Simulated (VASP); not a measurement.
I, 1 atom in the cell. Symmetry: Im-3m, No. 229, cubic system. The conventional cell has a = 4.179 Å, b = 4.179 Å, c = 4.179 Å, α = 90.00°, β = 90.00°, γ = 90.00°. Within 4.8 Å of I (site symmetry m-3m) lie 14 I at 3.62 to 4.18 Å. 

| Item | Value |
| --- | --- |
| Program | VASP 6.6.1 |
| Task | single point |
| Functional | LDA |
| Potentials or basis | VASP PAW LDA potentials, release 64 (I) |
| Cutoff | 500 eV |
| k mesh | 7 × 7 × 7 |
| Occupations | fermi-dirac, width 0.05 eV |
| Spin | non-collinear spin, zero start, spin-orbit coupling |
| Starting moments | [[0.0, 0.0, 0.0]] μB |
| Dipole correction | no |
| Further INCAR settings | ALGO = Normal; EDIFF = 1e-06; NBANDS = 18 |

Potentials or basis: VASP PAW LDA potentials, release 64 (I).

Launch:

```bash
$ cat potpaw_LDA.64/I/POTCAR > POTCAR
$ mpirun -np 1 vasp_ncl > vasp.out
```

Hardware: 1 thread of AMD EPYC 7R43 64-Core Processor (Zen 3) (shared host).

Estimate the wall time of this run.

Wall time 22 s on 1 thread of AMD EPYC 7R43 64-Core Processor (Zen 3) (shared host), peak memory 0.17 GiB. Counts: scf iterations 10, k points 20.
